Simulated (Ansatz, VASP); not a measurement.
## N in VASP and in Ansatz

```
N
1.0
     9.00000    0.00000    0.00000
     0.00000    9.50000    0.00000
     0.00000    0.00000   10.00000
N
2
Direct
  0.50000 0.50000 0.44536
  0.50000 0.50000 0.55464
```

Alike in both runs: functional r2SCAN; k mesh 1 × 1 × 1; occupations gaussian, width 0.02 eV; no spin polarisation.

Ansatz relaxed the structure, and its values are those at the end. VASP's run is a single point on that final structure, the one shown.

|  | VASP | Ansatz |
| --- | --- | --- |
| version | VASP 6.6.1 | Ansatz 0.2.0 |
| potentials or method | VASP PAW PBE potentials, release 64 (N_h), cutoff 1080 eV | plane waves, PAW |
| valence electrons in the cell | 10 | 10 |

|  | VASP | Ansatz | Ansatz less VASP |
| --- | --- | --- | --- |
| rms of the force components (eV/Å) | 0.023 | 0.007 | -0.0160 |

VASP's potentials were made for PBE, not for r2SCAN. Ansatz's warnings: stress scf threshold loose.
